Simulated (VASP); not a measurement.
# Pt (I4/mmm) in VASP: notebook

Pt is run at these levels: LDA; tasks: single point.

All numbers are computed with VASP 6.6.1; they aren't measurements. Logs are shortened: lines on timing, memory, paths and dates and some standing lists are left out, and cuts for length are marked.

**1. The cell of the first run**

It takes space group I4/mmm (No. 139, tetragonal). The conventional cell has a = 3.246 Å, b = 3.246 Å, c = 2.801 Å, α = 90.00°, β = 90.00°, γ = 90.00°. Within 3.5 Å of Pt (site symmetry 4/mmm) lie 14 Pt at 2.69 to 3.25 Å.

**2. Single point, LDA (14.76 Å³/atom)**

INCAR reads:

```
SYSTEM = Pt
ALGO     = Fast           ! electronic algorithm
EDIFF    = 1E-7           ! SCF threshold, eV
ENCUT    = 520            ! plane-wave cutoff, eV
GGA      = CA             ! functional
ISIF     = 2              ! what is computed and relaxed
ISMEAR   = 0              ! smearing method
LASPH    = .TRUE.         ! aspherical terms in the spheres
LCHARG   = .TRUE.         ! write CHGCAR
LELF     = .TRUE.         ! ELF
LREAL    = .FALSE.        ! projectors in reciprocal space
LVHAR    = .TRUE.       
LWAVE    = .FALSE.        ! write WAVECAR
NBANDS   = 11             ! bands
NELM     = 80             ! most SCF steps
PREC     = Accurate       ! precision mode
SIGMA    = 0.15           ! smearing width, eV
```

KPOINTS reads:

```
k-points
0
G
  22 22 22
  0 0 0
```

POSCAR reads:

```
Pt
1.0
    0.0000000000      2.2955427859      1.4002810994
    2.2955427859      0.0000000000      1.4002810994
    2.2955427859      2.2955427859      0.0000000000
Pt
1
Direct
    0.0000000000      0.0000000000      0.0000000000
```

Potentials or basis: VASP PAW LDA potentials, release 64 (Pt).

Run with:

```bash
cat potpaw_LDA.64/Pt/POTCAR > POTCAR
mpirun -np 1 vasp_std > vasp.out
```

OUTCAR:

```text
SYSTEM = Pt
   EDIFF = 1E-7
   ENCUT = 520
   GGA = CA
   ISIF = 2
   ISMEAR = 0
   LASPH = .TRUE.
   LREAL = .FALSE.
   NELM = 80
   PREC = Accurate

 ion  position               nearest neighbor table
   1  0.000  0.000  0.000-

  LATTYP: Found a body centered tetragonal cell.
 ALAT       =     3.2463877408
 C/A-ratio  =     0.8626702730

  Lattice vectors:

 A1 = (   0.0000000000,  -2.2955427859,  -1.4002810994)
 A2 = (   0.0000000000,   2.2955427859,  -1.4002810994)
 A3 = (   2.2955427859,   0.0000000000,   1.4002810994)

Analysis of symmetry for initial positions (statically):
=====================================================================
 Subroutine PRICEL returns:
 Original cell was already a primitive cell.

 Routine SETGRP: Setting up the symmetry group for a
 body centered tetragonal supercell.

 Subroutine GETGRP returns: Found 16 space group operations
 (whereof 16 operations were pure point group operations)
 out of a pool of 16 trial point group operations.

The static configuration has the point symmetry D_4h.

Analysis of symmetry for dynamics (positions and initial velocities):
=====================================================================
 Subroutine PRICEL returns:
 Original cell was already a primitive cell.

 Routine SETGRP: Setting up the symmetry group for a
 body centered tetragonal supercell.

 Subroutine GETGRP returns: Found 16 space group operations
 (whereof 16 operations were pure point group operations)
 out of a pool of 16 trial point group operations.

The dynamic configuration has the point symmetry D_4h.

 Subroutine INISYM returns: Found 16 space group operations
 (whereof 16 operations are pure point group operations),
 and found     1 'primitive' translations

----------------------------------------------------------------------------------------

                                     Primitive cell

  volume of cell :      14.7576

  direct lattice vectors                    reciprocal lattice vectors
     0.000000000  2.295542786  1.400281099    -0.217813409  0.217813409  0.357071163
     2.295542786  0.000000000  1.400281099     0.217813409 -0.217813409  0.357071163
     2.295542786  2.295542786  0.000000000     0.217813409  0.217813409 -0.357071163

  length of vectors
     2.688922431  2.688922431  3.246387741     0.471577329  0.471577329  0.471577329

  position of ions in fractional coordinates (direct lattice)
     0.000000000  0.000000000  0.000000000

  ion indices of the primitive-cell ions
   primitive index   ion index
                 1           1

----------------------------------------------------------------------------------------

 KPOINTS: k-points

Automatic generation of k-mesh.
 Grid dimensions read from file:
 generate k-points for:   22   22   22

 Generating k-lattice:

  Cartesian coordinates                     Fractional coordinates (reciprocal lattice)
    -0.009900610  0.009900610  0.016230507     0.045454545  0.000000000  0.000000000
     0.009900610 -0.009900610  0.016230507     0.000000000  0.045454545  0.000000000
     0.009900610  0.009900610 -0.016230507    -0.000000000 -0.000000000  0.045454545

  Length of vectors
     0.021435333  0.021435333  0.021435333

  Shift w.r.t. Gamma in fractional coordinates (k-lattice)
     0.000000000  0.000000000  0.000000000

 Subroutine IBZKPT returns following result:
 ===========================================

 Found    834 irreducible k-points:

 Following reciprocal coordinates:
            Coordinates               Weight
  0.000000  0.000000  0.000000      1.000000
  0.045455  0.000000  0.000000      8.000000
  0.090909  0.000000  0.000000      8.000000
  0.136364 -0.000000  0.000000      8.000000
  0.181818  0.000000  0.000000      8.000000
  0.227273 -0.000000  0.000000      8.000000
[... 16 lines left out ...]
  0.500000  0.045455  0.000000      8.000000
 -0.454545  0.045455  0.000000      8.000000
 [... further k-points ...]
   k-points           NKPTS =    834   k-points in BZ     NKDIM =    834   number of bands    NBANDS=     11
   number of dos      NEDOS =    301   number of ions     NIONS =      1
   total plane-waves  NPLWV =   9600
   dimension x,y,z NGX =    20 NGY =   20 NGZ =   24
   dimension x,y,z NGXF=    40 NGYF=   40 NGZF=   48
   ions per type =               1
   NGX,Y,Z   is equivalent  to a cutoff of  12.37, 12.37, 12.29 a.u.
   NGXF,Y,Z  is equivalent  to a cutoff of  24.73, 24.73, 24.58 a.u.
 SYSTEM =  Pt
   PREC   = accura    normal or accurate (medium, high low for compatibility)
   ISTART =      0    job   : 0-new  1-cont  2-samecut
   ICHARG =      2    charge: 1-file 2-atom 10-const
   ISPIN  =      1    spin polarized calculation?
   LNONCOLLINEAR =      F non collinear calculations
   LSORBIT =      F    spin-orbit coupling
   LASPH  =      T    aspherical Exc in radial PAW
   ENCUT  =  520.0 eV  38.22 Ry    6.18 a.u.   5.00  5.00  6.04*2*pi/ulx,y,z
   NELM   =     80;   NELMIN=  2; NELMDL= -5     # of ELM steps
   EDIFF  = 0.1E-06   stopping-criterion for ELM
   LREAL  =      F    real-space projection
   EDIFFG = 0.1E-05   stopping-criterion for IOM
   NSW    =      0    number of steps for IOM
   IBRION =     -1    ionic relax: 0-MD 1-quasi-New 2-CG
   NFREE  =      0    steps in history (QN), initial steepest desc. (CG)
   ISIF   =      2    stress and relaxation
   ISYM   =      2    0-nonsym 1-usesym 2-fastsym
   POTIM  = 0.5000    time-step for ionic-motion
   TEBEG  =    0.0;   TEEND  =   0.0 temperature during run
   PSTRESS=    0.0 pullay stress
   NELECT =      10.0000    total number of electrons
   NUPDOWN=      -1.0000    fix difference up-down
   EMIN   =  10.00;   EMAX   =-10.00  energy-range for DOS
   EFERMI =   0.00;   METHOD = LEGACY
   ISMEAR =     0;   SIGMA  =   0.15  broadening in eV -4-tet -1-fermi 0-gaus
   EFERMI_NEDOS =   21; number of points for ismear=-14 and -15
   IALGO  =     68    algorithm
   IMIX   =      4    mixing-type and parameters
     AMIX     =   0.40;   BMIX     =  1.00
     AMIX_MAG =   1.60;   BMIX_MAG =  1.00
  volume/ion in A,a.u.               =      14.76        99.59
  Fermi-wavevector in a.u.,A,eV,Ry     =   1.437925  2.717284 28.131782  2.067628
  Thomas-Fermi vector in A             =   2.556948
   LORBIT       =      0    0 simple, 1 ext, 2 COOP (PROOUT), +10 PAW based schemes
   GGA     = CA    functional components
   LHFCALC =     F    Hartree Fock is set to
   AEXX    =    0.0000 exact exchange contribution
   IVDW    =     0    specifies the selected vdW correction
   LEPSILON=     F    determine dielectric tensor
   LRPA    =     F    only Hartree local field effects (RPA)
 non-spin polarized calculation
 RMM-DIIS sequential band-by-band and
 Gauss-broadening in eV      SIGMA  =   0.15
  energy-cutoff  :      520.00
  volume of cell :       14.76
 maximum number of plane-waves:       410
   NGX =  9   NGY =  9   NGZ = 13

 number of electron      10.0000000 magnetization

 Free energy of the ion-electron system (eV)
  ---------------------------------------------------
  ext. energy  EPLUGINS =         0.00000000
  ---------------------------------------------------
  free energy    TOTEN  =        -7.46538647 eV

  energy without entropy =       -7.45317637  energy(sigma->0) =       -7.45928142

 E-fermi :  11.4457     XC(G=0): -13.8075

 val. band max:       11.4420690043   @ k =  -0.4545   0.0000   0.1364
 cond. band min:      11.4501924207   @ k =   0.4545   0.2727   0.1818
 fundamental gap:      0.0081234164
 Fermi energy:        11.4456535093

 k-point     1 :       0.0000    0.0000    0.0000
  band No.  band energies     occupation
      1       1.0831      2.00000
      2       6.5914      2.00000
      3       8.0889      2.00000
      4       8.0889      2.00000
      5       8.8959      2.00000
      6      10.9721      1.99999
      7      27.4281      0.00000
      8      27.4281      0.00000
      9      30.8101      0.00000
     10      37.9466      0.00000
     11      38.0360      0.00000

 k-point     2 :       0.0455    0.0000    0.0000
  band No.  band energies     occupation
      1       1.1801      2.00000
      2       6.6205      2.00000
      3       8.0689      2.00000
      4       8.0840      2.00000
      5       8.9192      2.00000
      6      10.9233      2.00000
      7      27.5540      0.00000
      8      27.5815      0.00000
      9      30.7501      0.00000
     10      36.7825      0.00000
     11      37.8097      0.00000

 k-point     3 :       0.0909    0.0000    0.0000
  band No.  band energies     occupation
      1       1.4660      2.00000
      2       6.6787      2.00000
      3       7.9952      2.00000
      4       8.1035      2.00000
      5       9.0056      2.00000
      6      10.7936      2.00000
      7      27.8939      0.00000
      8      28.0321      0.00000
      9      30.5018      0.00000
     10      35.5215      0.00000
     11      37.3526      0.00000

 k-point     4 :       0.1364   -0.0000    0.0000
  band No.  band energies     occupation
      1       1.9227      2.00000
      2       6.6860      2.00000
      3       7.8573      2.00000
      4       8.2401      2.00000
      5       9.1799      2.00000
      6      10.6222      2.00000
      7      28.3079      0.00000
      8      28.7516      0.00000
      9      29.9362      0.00000
     10      34.7752      0.00000
     11      36.4917      0.00000
[... 239 lines left out ...]
 k-point    22 :       0.4545    0.0455    0.0000
  band No.  band energies     occupation
      1       4.1995      2.00000
      2       5.5278      2.00000
      3       9.5795      2.00000
      4      10.8724      2.00000
      5      12.1878      0.00000
      6      12.4466      0.00000
      7      19.1983      0.00000
      8      24.3955      0.00000
      9      26.6759      0.00000
     10      35.1167      0.00000
     11      36.0693      0.00000

 k-point    23 :       0.5000    0.0455    0.0000
  band No.  band energies     occupation
      1       4.1831      2.00000
      2       5.5091      2.00000
      3       9.7143      2.00000
      4      10.7978      2.00000
      5      12.3789      0.00000
      6      12.6856      0.00000
      7      18.7762      0.00000
      8      24.3224      0.00000
      9      26.3554      0.00000
     10      35.4336      0.00000
     11      36.0033      0.00000

 k-point    24 :      -0.4545    0.0455    0.0000
  band No.  band energies     occupation
      1       4.2089      2.00000
      2       5.5557      2.00000
      3       9.8132      2.00000
      4      10.3911      2.00000
      5      12.2319      0.00000
      6      12.2438      0.00000
      7      19.5394      0.00000
      8      24.5536      0.00000
      9      26.5772      0.00000
     10      35.4595      0.00000
     11      36.3627      0.00000

 [... further k-points ...]

------------------------ aborting loop because EDIFF is reached ----------------------------------------

  FORCE on cell =-STRESS in cart. coord.  units (eV):
  Direction    XX          YY          ZZ          XY          YZ          ZX
  --------------------------------------------------------------------------------------
  -------------------------------------------------------------------------------------
  Total        0.6911555      0.6911555     -0.4759634      0.0000000      0.0000000      0.0000000
  in kB       75.0361174     75.0361174    -51.6735315      0.0000000      0.0000000      0.0000000
  external PRESSURE =      32.7995677 kB  Pullay stress =       0.0000000 kB

 VOLUME and BASIS-vectors are now :
 -----------------------------------------------------------------------------
  energy-cutoff  :      520.00
  volume of cell :       14.76
      direct lattice vectors                 reciprocal lattice vectors
     0.000000000  2.295542786  1.400281099    -0.217813409  0.217813409  0.357071163
     2.295542786  0.000000000  1.400281099     0.217813409 -0.217813409  0.357071163
     2.295542786  2.295542786  0.000000000     0.217813409  0.217813409 -0.357071163

 POSITION                                       TOTAL-FORCE (eV/Angst)
 -----------------------------------------------------------------------------------
      0.00000      0.00000      0.00000         0.000000      0.000000     -0.000000
 -----------------------------------------------------------------------------------
    total drift:                                0.000000     -0.000000     -0.000000

  FREE ENERGIE OF THE ION-ELECTRON SYSTEM (eV)
  ---------------------------------------------------
  free  energy   TOTEN  =        -7.4653864681 eV

  energy  without entropy=       -7.4531763697  energy(sigma->0) =       -7.45928142
```

Wall time 1.8 min (1 thread of Intel Xeon 8259CL, shared host); peak memory 0.24 GiB.

Results:

```yaml
Free_energy: -7.4654 eV
Pressure: 3.3 GPa
Band_gap_on_the_k_mesh: zero (bands 5 and 6 overlap by 2.32 eV)
```

Caveat: the cell stands under pressure; spin-orbit coupling is left out, which moves the levels of the heavy elements.

**3. Single point, LDA (14.76 Å³/atom)**

INCAR reads:

```
PREC = Accurate
ENCUT = 520
EDIFF = 1E-7
ISMEAR = 0
SIGMA = 0.15
LREAL = F
LASPH = T
NELM = 60
ALGO = Normal
ISIF = 2
LWAVE = F
LCHARG = F
GGA = CA
NBANDS = 11
```

KPOINTS reads:

```
Automatic mesh
0
Gamma
  22 22 22
```

POSCAR reads:

```
Pt
1.0
    0.0000000000      2.0286665630      1.7929355084
    2.0286665630      0.0000000000      1.7929355084
    2.0286665630      2.0286665630      0.0000000000
Pt
1
Direct
    0.0000000000      0.0000000000      0.0000000000
```

Potentials or basis: VASP PAW LDA potentials, release 64 (Pt).

Run with:

```bash
cat potpaw_LDA.64/Pt/POTCAR > POTCAR
mpirun -np 1 vasp_std > vasp.out
```

Wall time 81 s (1 thread of Intel Xeon 8259CL, shared host); peak memory 0.25 GiB.

It converged, with:

| Property | Result |
| --- | --- |
| Free energy | -7.4805 eV |
| Pressure | 2.0 GPa |
| Band gap on the k mesh | zero (bands 5 and 6 overlap by 2.85 eV) |

Stress tensor (GPa, compression positive):
```
-0.58  0.00  0.00
 0.00 -0.58  0.00
 0.00  0.00  7.16
```

Levels at points of the mesh, in eV from the Fermi level:
| k point | band 1 | band 2 | band 3 | band 4 | band 5 | band 6 | band 7 | band 8 | band 9 | band 10 |
| --- | --- | --- | --- | --- | --- | --- | --- | --- | --- | --- |
| (0.00, 0.00, 0.00) | -10.41 | -4.23 | -4.23 | -2.87 | -2.50 | -0.93 | 14.91 | 18.59 | 18.59 | 22.21 |
| (0.50, 0.00, 0.00) | -7.49 | -4.65 | -3.11 | -0.44 | -0.29 | 0.53 | 6.19 | 13.94 | 18.03 | 20.75 |
| (0.50, 0.50, 0.00) | -7.13 | -6.83 | 0.11 | 0.61 | 0.61 | 3.58 | 10.04 | 10.04 | 11.37 | 19.55 |
| (0.50, 0.00, 0.50) | -7.32 | -6.67 | -0.08 | 0.00 | 1.02 | 1.05 | 8.21 | 11.87 | 12.89 | 21.63 |

Caveat: spin-orbit coupling is left out, which moves the levels of the heavy elements.
